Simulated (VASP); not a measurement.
Here is a VASP 6.6.1 calculation.

Contents of INCAR:

```
SYSTEM = Ca3AsP
  PREC = Accurate
  ENCUT = 520
  EDIFF = 1E-6
  ISMEAR = -1
  SIGMA = 0.05
  LREAL = .False.
  LASPH = .True.
  NELM = 100
  ALGO = Normal
  ISIF = 2
  LWAVE = .False.
  LCHARG = .True.
  GGA = B5
  ALDAX = 1.0
  AGGAX = 1.0
  AGGAC = 1.0
  ALDAC = 0.0
  LELF = .True.
  LVHAR = .True.
  NBANDS = 28
```

The input KPOINTS:

```
Automatic mesh
0
Gamma
  5 5 5
  0 0 0
```

The input POSCAR:

```
Ca3AsP
1.0
    5.3864723366      0.0000000000      0.0000000000
    0.0000000000      5.3864723366      0.0000000000
    0.0000000000      0.0000000000      5.3864723366
As Ca P
1 3 1
Direct
    0.0000000000      0.0000000000      0.0000000000
    0.5000000000      0.5000000000      0.0000000000
    0.5000000000      0.0000000000      0.5000000000
    0.0000000000      0.5000000000      0.5000000000
    0.5000000000      0.5000000000      0.5000000000
```

Potentials or basis: VASP PAW PBE potentials, release 64 (As, Ca_sv, P).

Run with:

```bash
$ cat potpaw_PBE.64/As/POTCAR potpaw_PBE.64/Ca_sv/POTCAR potpaw_PBE.64/P/POTCAR > POTCAR
$ mpirun -np 1 vasp_std > vasp.out
```

(1) Predict the band gap on the k mesh.

(2) Estimate the pressure.

Results:

(1) 0.24 eV, direct.

(2) 0.1 GPa.

Caveat: the PAW data sets were made with another functional, which shifts forces and pressure a little.
